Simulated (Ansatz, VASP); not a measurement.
# ZnSe: VASP beside Ansatz

INCAR

```
SYSTEM = ZnSe
PREC = Accurate
ENCUT = 520
EDIFF = 1E-6
ISMEAR = 0
SIGMA = 0.018000000000000002
LREAL = .FALSE.
LASPH = .TRUE.
NELM = 60
ALGO = Normal
ISIF = 2
LWAVE = .FALSE.
LCHARG = .TRUE.
GGA = PE
LELF = .TRUE.
LVHAR = .TRUE.
NBANDS = 16
```

Contents of KPOINTS:

```
Automatic mesh
0
G
  8 8 8
  0 0 0
```

The input POSCAR:

```
ZnSe
1.0
    0.0000000000      2.8338000000      2.8338000000
    2.8338000000      0.0000000000      2.8338000000
    2.8338000000      2.8338000000      0.0000000000
Se Zn
1 1
Direct
    0.7500000000      0.7500000000      0.7500000000
    0.0000000000      0.0000000000      0.0000000000
```

File input.yaml:

```yaml
crystal:
  lattice:
    - [0.0, 2.8338, 2.8338]
    - [2.8338, 0.0, 2.8338]
    - [2.8338, 2.8338, 0.0]
  atoms:
    - { symbol: Se, position: [0.75, 0.75, 0.75] }
    - { symbol: Zn, position: [0.0, 0.0, 0.0] }
hamiltonian:
  xc: pbe
  pseudopotentials: { kind: paw }
kpoints:
  mp_grid: { grid: [8, 8, 8] }
scf:
  occupations: { method: gaussian, width: 0.018 }
output:
  forces: true
  stress: true
  eigenvalues: true
```

Alike in both runs: task single point; functional PBE; k mesh 8 × 8 × 8; occupations gaussian, width 0.018 eV; no spin polarisation.

|  | VASP | Ansatz |
| --- | --- | --- |
| version | VASP 6.6.1 | Ansatz 0.2.0 |
| potentials or method | VASP PAW PBE potentials, release 64 (Se, Zn) | Ansatz PAW |
| plane-wave cutoff (eV) | 520 | 420 |
| valence electrons in the cell | 18 | 28 |

Ansatz gave:

```
gap on the k mesh at the Fermi level (eV) : 1.29
least direct gap on the mesh (eV)         : 1.29
pressure (GPa)                            : 2.1
```

**Question.** Which values does VASP return?

**Answer.** gap on the k mesh at the Fermi level (eV): 1.29; least direct gap on the mesh (eV): 1.29; pressure (GPa): 2.3.

VASP's potentials hold 18 valence electrons a cell and Ansatz's 28, so a difference there can come from the potentials and not from the codes.
